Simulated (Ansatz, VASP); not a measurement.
**Two plane-wave programs on Ti**

Contents of INCAR:

```
  PREC = Accurate
  ENCUT = 520
  EDIFF = 1E-6
  ISMEAR = 0
  SIGMA = 0.15
  LREAL = F
  LASPH = T
  NELM = 80
  ALGO = Normal
  ISIF = 2
  LWAVE = F
  LCHARG = F
  GGA = PE
  NBANDS = 12
```

Contents of KPOINTS:

```
regular mesh
0
Gamma
  20 20 20
```

Contents of POSCAR:

```
Ti
1.0
    0.0000000000      2.0140264001      2.0140264001
    2.0140264001      0.0000000000      2.0140264001
    2.0140264001      2.0140264001      0.0000000000
Ti
1
Direct
    0.0000000000      0.0000000000      0.0000000000
```

Input for Ansatz:

```yaml
crystal:
  lattice:
    - [0.0, 2.0140264001, 2.0140264001]
    - [2.0140264001, 0.0, 2.0140264001]
    - [2.0140264001, 2.0140264001, 0.0]
  atoms:
    - { symbol: Ti, position: [0.0, 0.0, 0.0] }
basis:
  ecutwfc: 520.0
kpoints:
  mp_grid: { grid: [20, 20, 20] }
hamiltonian:
  xc: pbe
  pseudopotentials: { kind: paw }
scf:
  occupations: { method: gaussian, width: 0.15 }
  lower_state_search: "off"
output:
  forces: true
  stress: true
  eigenvalues: true
```

Alike in both runs: task single point; functional PBE; k mesh 20 × 20 × 20; occupations gaussian, width 0.15 eV; no spin polarisation.

```csv
,VASP,Ansatz
version,VASP 6.6.1,Ansatz 0.2.0
potentials or method,"VASP PAW PBE potentials, release 64 (Ti_sv), cutoff 520 eV","scalar-relativistic, plane waves, PAW"
valence electrons in the cell,12,12
```

|  | VASP | Ansatz | Ansatz less VASP |
| --- | --- | --- | --- |
| gap on the k mesh at the Fermi level (eV) | none | none | - |
| pressure (GPa) | 7.1 | 7.5 | +0.36 |

A gap of «none» marks a metal or a gap that the smearing closes. The functional is the same, so the differences come from potentials, cutoffs and numerics.
